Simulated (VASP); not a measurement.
SrMg3, 4 atoms in the cell. Symmetry: Pm-3m, No. 221, cubic system. The conventional cell has a = 4.943 Å, b = 4.943 Å, c = 4.943 Å, α = 90.00°, β = 90.00°, γ = 90.00°. Within 4.6 Å of Sr (site symmetry m-3m) lie 12 Mg at 3.49 Å. Mg (site symmetry 4/mmm) has 4 Sr at 3.49 Å and 8 Mg at 3.49 Å within 4.6 Å. 

- Program: VASP 6.6.1
- Task: single point
- Functional: LDA
- Potentials or basis: VASP PAW LDA potentials, release 64 (Sr_sv, Mg)
- Cutoff: 520 eV
- k mesh: 4 × 4 × 4, shifted
- Occupations: methfessel-paxton, width 0.2 eV
- Spin: no spin polarisation
- Dipole correction: no
- Further INCAR settings: ALGO = Normal; EDIFF = 1e-07; NBANDS = 16

Potentials or basis: VASP PAW LDA potentials, release 64 (Sr_sv, Mg).

Launch:

```bash
$ cat potpaw_LDA.64/Sr_sv/POTCAR potpaw_LDA.64/Mg/POTCAR > POTCAR
$ mpirun -np 1 vasp_std > vasp.out
```

Hardware: 1 thread of AMD EPYC 7R13, on a shared host.

Question: How long does it take, and how much memory?

Answer: It took 16 s on 1 thread of AMD EPYC 7R13 (shared host), peak memory 0.16 GiB. Counts: scf iterations 12, k points 4.
